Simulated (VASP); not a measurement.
# Zr (P6_3/mmc) in VASP: further runs, part 2 of 2

VASP 6.6.1.

**3. Relaxation of cell and atoms, PBEsol**

This run uses another cell than the first one, of 23.28 Å³/atom.

Contents of INCAR:

```
SYSTEM = Zr
PREC = Accurate
ENCUT = 600
EDIFF = 1E-7
ISMEAR = 0
SIGMA = 0.02
LREAL = .FALSE.
LASPH = .TRUE.
NELM = 80
ALGO = Normal
ISIF = 3
LWAVE = .FALSE.
LCHARG = .FALSE.
GGA = PS
IBRION = 2
NSW = 80
EDIFFG = -0.02
```

Contents of KPOINTS:

```
regular mesh
0
G
  8 8 5
  0 0 0
```

Contents of POSCAR:

```
Zr
1.0
    3.2320000000      0.0000000000      0.0000000000
   -1.6160000000      2.7989941000      0.0000000000
    0.0000000000      0.0000000000      5.1470000000
Zr
2
Direct
    0.3333333300      0.6666666700      0.2500000000
    0.6666666700      0.3333333300      0.7500000000
```

Potentials or basis: VASP PAW PBE potentials, release 64 (Zr_sv).

Command:

```
$ cat potpaw_PBE.64/Zr_sv/POTCAR > POTCAR
$ mpirun -np 1 vasp_std > vasp.out
```

OUTCAR:

```text
SYSTEM = Zr
   PREC = Accurate
   ENCUT = 600
   EDIFF = 1E-7
   ISMEAR = 0
   LREAL = .FALSE.
   LASPH = .TRUE.
   NELM = 80
   ISIF = 3
   GGA = PS
   IBRION = 2
   NSW = 80
   EDIFFG = -0.02

 ion  position               nearest neighbor table
   1  0.333  0.667  0.250-   2 3.18   2 3.18   2 3.18   2 3.18   2 3.18   2 3.18
   2  0.667  0.333  0.750-   1 3.18   1 3.18   1 3.18   1 3.18   1 3.18   1 3.18

  LATTYP: Found a hexagonal cell.
 ALAT       =     3.2320000000
 C/A-ratio  =     1.5925123762

  Lattice vectors:

 A1 = (   3.2320000000,   0.0000000000,   0.0000000000)
 A2 = (  -1.6160000000,   2.7989941000,   0.0000000000)
 A3 = (   0.0000000000,   0.0000000000,   5.1470000000)

Analysis of symmetry for initial positions (statically):
=====================================================================
 Subroutine PRICEL returns:
 Original cell was already a primitive cell.

 Routine SETGRP: Setting up the symmetry group for a
 hexagonal supercell.

 Subroutine GETGRP returns: Found 24 space group operations
 (whereof 12 operations were pure point group operations)
 out of a pool of 24 trial point group operations.

The static configuration has the point symmetry D_3d.
 The point group associated with its full space group is D_6h.

Analysis of symmetry for dynamics (positions and initial velocities):
=====================================================================
 Subroutine PRICEL returns:
 Original cell was already a primitive cell.

 Routine SETGRP: Setting up the symmetry group for a
 hexagonal supercell.

 Subroutine GETGRP returns: Found 24 space group operations
 (whereof 12 operations were pure point group operations)
 out of a pool of 24 trial point group operations.

The dynamic configuration has the point symmetry D_3d.
 The point group associated with its full space group is D_6h.

 Subroutine INISYM returns: Found 24 space group operations
 (whereof 12 operations are pure point group operations),
 and found     1 'primitive' translations

----------------------------------------------------------------------------------------

                                     Primitive cell

  volume of cell :      46.5616

  direct lattice vectors                    reciprocal lattice vectors
     3.232000000  0.000000000  0.000000000     0.309405941  0.178635603  0.000000000
    -1.616000000  2.798994100  0.000000000     0.000000000  0.357271207  0.000000000
     0.000000000  0.000000000  5.147000000     0.000000000  0.000000000  0.194287935

  length of vectors
     3.232000000  3.231999996  5.147000000     0.357271206  0.357271207  0.194287935

  position of ions in fractional coordinates (direct lattice)
     0.333333330  0.666666670  0.250000000
     0.666666670  0.333333330  0.750000000

  ion indices of the primitive-cell ions
   primitive index   ion index
                 1           1
                 2           2

----------------------------------------------------------------------------------------

[... 49 lines left out ...]
  0.375000  0.000000  0.400000     12.000000
 [... further k-points ...]
   k-points           NKPTS =     30   k-points in BZ     NKDIM =     30   number of bands    NBANDS=     16
   number of dos      NEDOS =    301   number of ions     NIONS =      2
   total plane-waves  NPLWV =  32928
   dimension x,y,z NGX =    28 NGY =   28 NGZ =   42
   dimension x,y,z NGXF=    56 NGYF=   56 NGZF=   84
   ions per type =               2
   NGX,Y,Z   is equivalent  to a cutoff of  14.40, 14.40, 13.57 a.u.
   NGXF,Y,Z  is equivalent  to a cutoff of  28.80, 28.80, 27.13 a.u.
 SYSTEM =  Zr
   PREC   = accura    normal or accurate (medium, high low for compatibility)
   ISTART =      0    job   : 0-new  1-cont  2-samecut
   ICHARG =      2    charge: 1-file 2-atom 10-const
   ISPIN  =      1    spin polarized calculation?
   LNONCOLLINEAR =      F non collinear calculations
   LSORBIT =      F    spin-orbit coupling
   LASPH  =      T    aspherical Exc in radial PAW
   ENCUT  =  600.0 eV  44.10 Ry    6.64 a.u.   6.46  6.46 10.28*2*pi/ulx,y,z
   NELM   =     80;   NELMIN=  2; NELMDL= -5     # of ELM steps
   EDIFF  = 0.1E-06   stopping-criterion for ELM
   LREAL  =      F    real-space projection
   EDIFFG = -.2E-01   stopping-criterion for IOM
   NSW    =     80    number of steps for IOM
   IBRION =      2    ionic relax: 0-MD 1-quasi-New 2-CG
   NFREE  =      1    steps in history (QN), initial steepest desc. (CG)
   ISIF   =      3    stress and relaxation
   ISYM   =      2    0-nonsym 1-usesym 2-fastsym
   POTIM  = 0.5000    time-step for ionic-motion
   TEBEG  =    0.0;   TEEND  =   0.0 temperature during run
   PSTRESS=    0.0 pullay stress
   NELECT =      24.0000    total number of electrons
   NUPDOWN=      -1.0000    fix difference up-down
   EMIN   =  10.00;   EMAX   =-10.00  energy-range for DOS
   EFERMI =   0.00;   METHOD = LEGACY
   ISMEAR =     0;   SIGMA  =   0.02  broadening in eV -4-tet -1-fermi 0-gaus
   EFERMI_NEDOS =   21; number of points for ismear=-14 and -15
   IALGO  =     38    algorithm
   IMIX   =      4    mixing-type and parameters
     AMIX     =   0.40;   BMIX     =  1.00
     AMIX_MAG =   1.60;   BMIX_MAG =  1.00
  volume/ion in A,a.u.               =      23.28       157.11
  Fermi-wavevector in a.u.,A,eV,Ry     =   1.312611  2.480475 23.442130  1.722948
  Thomas-Fermi vector in A             =   2.442991
   LORBIT       =      0    0 simple, 1 ext, 2 COOP (PROOUT), +10 PAW based schemes
   GGA     = PS    functional components
   LHFCALC =     F    Hartree Fock is set to
   AEXX    =    0.0000 exact exchange contribution
   IVDW    =     0    specifies the selected vdW correction
   LEPSILON=     F    determine dielectric tensor
   LRPA    =     F    only Hartree local field effects (RPA)
 conjugate gradient relaxation of ions
 non-spin polarized calculation
 Gauss-broadening in eV      SIGMA  =   0.02
  energy-cutoff  :      600.00
  volume of cell :       46.56
 maximum number of plane-waves:      1569
 NGX is ok and might be reduce to    28
   NGX = 13   NGY = 13   NGZ = 21

--------------------------------------- Ionic step        1  -------------------------------------------

 number of electron      24.0000000 magnetization

 Free energy of the ion-electron system (eV)
  ---------------------------------------------------
  ext. energy  EPLUGINS =         0.00000000
  ---------------------------------------------------
  free energy    TOTEN  =       -18.14320920 eV

  energy without entropy =      -18.14225132  energy(sigma->0) =      -18.14273026

------------------------ aborting loop because EDIFF is reached ----------------------------------------

  FORCE on cell =-STRESS in cart. coord.  units (eV):
  Direction    XX          YY          ZZ          XY          YZ          ZX
  --------------------------------------------------------------------------------------
  -------------------------------------------------------------------------------------
  Total       -1.0483748     -1.0483748     -0.6659416      0.0000000     -0.0000000      0.0000000
  in kB      -36.0744458    -36.0744457    -22.9149659      0.0000000     -0.0000000      0.0000000
  external PRESSURE =     -31.6879525 kB  Pullay stress =       0.0000000 kB
[... 131 lines left out ...]
--------------------------------------- Ionic step        5  -------------------------------------------

 number of electron      24.0000000 magnetization

 Free energy of the ion-electron system (eV)
  ---------------------------------------------------
  ext. energy  EPLUGINS =         0.00000000
  ---------------------------------------------------
  free energy    TOTEN  =       -18.16077748 eV

  energy without entropy =      -18.15972761  energy(sigma->0) =      -18.16025254

 E-fermi :   9.3129     XC(G=0): -11.3561

 val. band max:        9.2221733359   @ k =   0.0000   0.0000   0.4000
 cond. band min:       9.3230472810   @ k =   0.3750   0.2500   0.2000
 fundamental gap:      0.1008739451
 Fermi energy:         9.3129238278

 k-point     1 :       0.0000    0.0000    0.0000
  band No.  band energies     occupation
      1     -39.4324      2.00000
      2     -39.2634      2.00000
      3     -18.0259      2.00000
      4     -17.0581      2.00000
      5     -17.0581      2.00000
      6     -16.9289      2.00000
[... 433 lines left out ...]
      3     -17.8690      2.00000
      4     -17.7946      2.00000
      5     -17.2867      2.00000
      6     -17.1825      2.00000
[... 8 lines left out ...]
     15      11.0275      0.00000
     16      12.1188      0.00000

 [... further k-points ...]

------------------------ aborting loop because EDIFF is reached ----------------------------------------

  FORCE on cell =-STRESS in cart. coord.  units (eV):
  Direction    XX          YY          ZZ          XY          YZ          ZX
  --------------------------------------------------------------------------------------
  -------------------------------------------------------------------------------------
  Total       -0.0062057     -0.0062057     -0.0029639      0.0000000      0.0000000      0.0000000
  in kB       -0.2207794     -0.2207794     -0.1054477      0.0000000      0.0000000      0.0000000
  external PRESSURE =      -0.1823355 kB  Pullay stress =       0.0000000 kB
[... 17 lines left out ...]
  FREE ENERGIE OF THE ION-ELECTRON SYSTEM (eV)
  ---------------------------------------------------
  free  energy   TOTEN  =       -18.1607774753 eV

  energy  without entropy=      -18.1597276086  energy(sigma->0) =      -18.16025254

 reached required accuracy - stopping structural energy minimisation
```

OSZICAR:

```text
N       E                     dE             d eps       ncg     rms          rms(c)
DAV:   1     0.232891100191E+03    0.23289E+03   -0.14346E+04   960   0.164E+03
DAV:   2    -0.400660119482E+01   -0.23690E+03   -0.23477E+03  1200   0.434E+02
[... 43 lines left out ...]
       N       E                     dE             d eps       ncg     rms          rms(c)
DAV:   1    -0.181624695976E+02   -0.18437E-02   -0.10827E-01   960   0.309E+00    0.231E-01
DAV:   2    -0.181611528589E+02    0.13167E-02   -0.34152E-03  1048   0.460E-01    0.109E-01
DAV:   3    -0.181607757449E+02    0.37711E-03   -0.15575E-03  1304   0.281E-01    0.195E-02
DAV:   4    -0.181607775756E+02   -0.18308E-05   -0.22122E-05  1080   0.454E-02    0.940E-03
DAV:   5    -0.181607774611E+02    0.11456E-06   -0.11568E-06  1368   0.993E-03    0.913E-04
DAV:   6    -0.181607774753E+02   -0.14255E-07   -0.22996E-08   600   0.142E-03
   5 F= -.18160777E+02 E0= -.18160253E+02  d E =-.118170E-02
```

CONTCAR:

```text
Zr
   1.00000000000000
     3.1795906306253507   -0.0000000000000000    0.0000000000000000
    -1.5897953153126754    2.7536062549688345   -0.0000000000000000
     0.0000000000000000   -0.0000000000000000    5.1435968971030821
  Zr
     2
Direct
     0.3333333300000021    0.6666666699999979    0.2500000000000000
     0.6666666699999979    0.3333333300000021    0.7500000000000000

  0.00000000E+00  0.00000000E+00  0.00000000E+00
  0.00000000E+00  0.00000000E+00  0.00000000E+00
```

Wall time 2.9 min (1 thread of Intel Xeon 8259CL, shared host); peak memory 0.2 GiB.

What came out:

```yaml
Free_energy: -18.1608 eV
Relaxed_volume: 22.52 Å³/atom
Relaxed_cell: a = 3.180 Å, b = 3.180 Å, c = 5.144 Å, α = 90.00°, β = 90.00°, γ = 120.00°
Space_group_after_relaxing_to_0.1_Å: P6_3/mmc (No. 194)
Energy_gained_by_relaxing: 8.8 meV/atom
Ionic_steps: 5
Pressure_after_relaxing: 0.0 GPa
Band_gap_on_the_k_mesh: zero (bands 12 and 13 overlap by 1.16 eV)
```

The path:
```
step  energy change (eV)  largest force (eV/Å)  pressure (GPa)  volume (Å³)
   1              0.0000                0.0000           -3.17        46.56
   2             -0.0002                0.0000            3.66        43.53
   3             -0.0164                0.0000            0.09        45.01
   4             -0.0174                0.0000            0.02        45.03
   5             -0.0176                0.0000           -0.02        45.03
```

Final structure:
```
Zr
1.0
     3.17959    0.00000    0.00000
    -1.58980    2.75361    0.00000
     0.00000    0.00000    5.14360
Zr
2
Cartesian
  0.0000 1.8357 1.2859
  1.5898 0.9179 3.8577
```

Caveat: the PAW data sets were made with another functional, which shifts forces and pressure a little.
